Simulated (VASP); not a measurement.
Here is a VASP 6.6.1 calculation.

INCAR

```
SYSTEM = CuSn3
ALGO = Normal ; EDIFF = 1E-7
ENCUT = 520 ; GGA = PS
ISIF = 2 ; ISMEAR = -1
LASPH = .True. ; LCHARG = .False.
LREAL = .False. ; LWAVE = .False.
NBANDS = 34 ; NELM = 60
PREC = Accurate ; SIGMA = 0.05
```

File KPOINTS:

```
k-points
0
Gamma
  8 8 8
  0 0 0
```

Contents of POSCAR:

```
CuSn3
1.0
   -2.1856993331      2.1856993331      4.7343787918
    2.1856993331     -2.1856993331      4.7343787918
    2.1856993331      2.1856993331     -4.7343787918
Sn Cu
3 1
Direct
    0.5000000000      0.5000000000      0.0000000000
    0.2500000000      0.7500000000      0.5000000000
    0.7500000000      0.2500000000      0.5000000000
    0.0000000000      0.0000000000      0.0000000000
```

Potentials or basis: VASP PAW PBE potentials, release 64 (Sn_d, Cu).

Run with:

```bash
$ cat potpaw_PBE.64/Sn_d/POTCAR potpaw_PBE.64/Cu/POTCAR > POTCAR
$ mpirun -np 1 vasp_std > vasp.out
```

Task: Predict the band gap on the k mesh.

Result: Zero (an odd number of electrons rules out a gap without spin polarisation).

Task: What does it give for the pressure?

Result: 0.0 GPa.

Caveat: the PAW data sets were made with another functional, which shifts forces and pressure a little; spin-orbit coupling is left out, which moves the levels of the heavy elements.
